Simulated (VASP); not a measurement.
Wanted: the native input for a VASP 6.6.1 run.

| Property | Result |
| --- | --- |
| Task | single point |
| Functional | PBEsol |
| Potentials or basis | VASP PAW PBE potentials, release 64 (Ta_pv) |
| Cutoff | 500 eV |
| k mesh | 9 × 9 × 9 |
| Occupations | gaussian, width 0.1 eV |
| Spin | no spin polarisation |
| Dipole correction | no |
| Further INCAR settings | ALGO = Normal; EDIFF = 1e-06; NBANDS = 12 |

The structure of Ta lies in POSCAR:

```
Ta
1.0
   -1.6393306402      1.6393306402      1.6393306402
    1.6393306402     -1.6393306402      1.6393306402
    1.6393306402      1.6393306402     -1.6393306402
Ta
1
Direct
    0.0000000000      0.0000000000      0.0000000000
```

One way to write it, as run:

INCAR

```
SYSTEM = Ta
ALGO = Normal ; EDIFF = 1E-6
ENCUT = 500 ; GGA = PS
GGA_COMPAT = .FALSE. ; ISIF = 2
ISMEAR = 0 ; LASPH = .TRUE.
LCHARG = .FALSE. ; LREAL = .FALSE.
LWAVE = .FALSE. ; NBANDS = 12
NELM = 120 ; PREC = Accurate
SIGMA = 0.1
```

KPOINTS

```
k-points
0
G
  9 9 9
  0 0 0
```

Potentials or basis: VASP PAW PBE potentials, release 64 (Ta_pv).

Launch:

```bash
$ cat potpaw_PBE.64/Ta_pv/POTCAR > POTCAR
$ mpirun -np 1 vasp_std > vasp.out
```

It gave:

- Pressure: 0.2 GPa
- Band gap on the k mesh: zero (an odd number of electrons rules out a gap without spin polarisation)

Caveat: the PAW data sets were made with another functional, which shifts forces and pressure a little; spin-orbit coupling is left out, which moves the levels of the heavy elements.

Wall time 3.5 s on 1 thread of AMD EPYC 9R45 96-Core Processor (Zen 5) (shared host), peak memory 0.11 GiB.
